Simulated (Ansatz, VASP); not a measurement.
## One calculation of W, two programs

```xyz
2
Lattice="2.7657 0.0000 0.0000 -1.3828 2.3951 0.0000 0.0000 0.0000 4.9631" Properties=species:S:1:pos:R:3 pbc="T T T"
W     0.0000    1.5967    1.2408
W     1.3828    0.7984    3.7223
```

Alike in both runs: task single point; functional BLYP; k mesh 15 × 15 × 7; occupations fermi-dirac, width 0.1 eV; no spin polarisation.

|  | VASP | Ansatz |
| --- | --- | --- |
| version | VASP 6.6.1 | Ansatz 0.2.0 |
| potentials or method | VASP PAW PBE potentials, release 64 (W_sv), cutoff 520 eV | plane waves (420 eV) with PAW, scalar-relativistic |
| valence electrons in the cell | 28 | 28 |

|  | VASP | Ansatz | Ansatz less VASP |
| --- | --- | --- | --- |
| pressure (GPa) | 12.9 | 11.3 | -1.67 |
| traceless stress, the component that is largest in VASP (GPa) | -2.33 | -1.94 | +0.393 |

VASP's potentials were made for PBE, not for BLYP.

Neither program's run includes spin-orbit coupling.
